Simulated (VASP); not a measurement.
Write the native input for VASP 6.6.1 that does the following.

| Quantity | Value |
| --- | --- |
| Task | single point |
| Functional | r2SCAN |
| Potentials or basis | VASP PAW PBE potentials, release 64 (Al, Ru_pv) |
| Cutoff | 520 eV |
| k mesh | 22 × 22 × 22 |
| Occupations | gaussian, width 0.15 eV |
| Spin | no spin polarisation |
| Dipole correction | no |
| Further INCAR settings | ALGO = Normal; EDIFF = 1e-06; NBANDS = 16 |

Crystal: AlRu.

```xyz
2
Lattice="3.0292 -0.3242 -0.3242 -0.3242 3.0292 -0.3242 -0.3242 -0.3242 3.0292" Properties=species:S:1:pos:R:3 pbc="T T T"
Al    0.0000    0.0000    0.0000
Ru    1.1905    1.1905    1.1905
```

This cell differs from its parent crystal: ratio of the length along [111] to the lengths across it x 0.71, volume and fractional coordinates fixed.

These files were run (other wordings do the same):

POSCAR

```
AlRu
1.0
    3.0292290369     -0.3241610408     -0.3241610408
   -0.3241610408      3.0292290369     -0.3241610408
   -0.3241610408     -0.3241610408      3.0292290369
Al Ru
1 1
Direct
    0.0000000000      0.0000000000      0.0000000000
    0.5000000000      0.5000000000      0.5000000000
```

INCAR.step1

```
SYSTEM = AlRu
  PREC = Accurate
  ENCUT = 520
  ISMEAR = 0
  SIGMA = 0.15
  LREAL = .FALSE.
  LASPH = .TRUE.
  NELM = 80
  NBANDS = 16
  GGA = PE
  ALGO = Normal
  EDIFF = 1E-4
  LWAVE = .TRUE.
  LCHARG = .FALSE.
```

INCAR.step2

```
SYSTEM = AlRu
  PREC = Accurate
  ENCUT = 520
  EDIFF = 1E-6
  ISMEAR = 0
  SIGMA = 0.15
  LREAL = .FALSE.
  LASPH = .TRUE.
  NELM = 80
  ALGO = Normal
  ISIF = 2
  LWAVE = .FALSE.
  LCHARG = .FALSE.
  METAGGA = R2SCAN
  LMIXTAU = .TRUE.
  NBANDS = 16
  ISTART = 1
```

KPOINTS

```
Automatic mesh
0
G
  22 22 22
  0 0 0
```

Potentials or basis: VASP PAW PBE potentials, release 64 (Al, Ru_pv).

Launch:

```bash
$ cat potpaw_PBE.64/Al/POTCAR potpaw_PBE.64/Ru_pv/POTCAR > POTCAR
$ cp INCAR.step1 INCAR
$ mpirun -np 1 vasp_std > vasp.out
$ cp INCAR.step2 INCAR
$ mpirun -np 1 vasp_std > vasp.out
```

It gave:

| Property | Result |
| --- | --- |
| Pressure | 28.3 GPa |

Caveat: the PAW data sets were made with another functional, which shifts forces and pressure a little.

Run time: 23 min on 1 thread of AMD EPYC 7R13 Processor (Zen 3), on a shared host, peak memory 0.47 GiB.
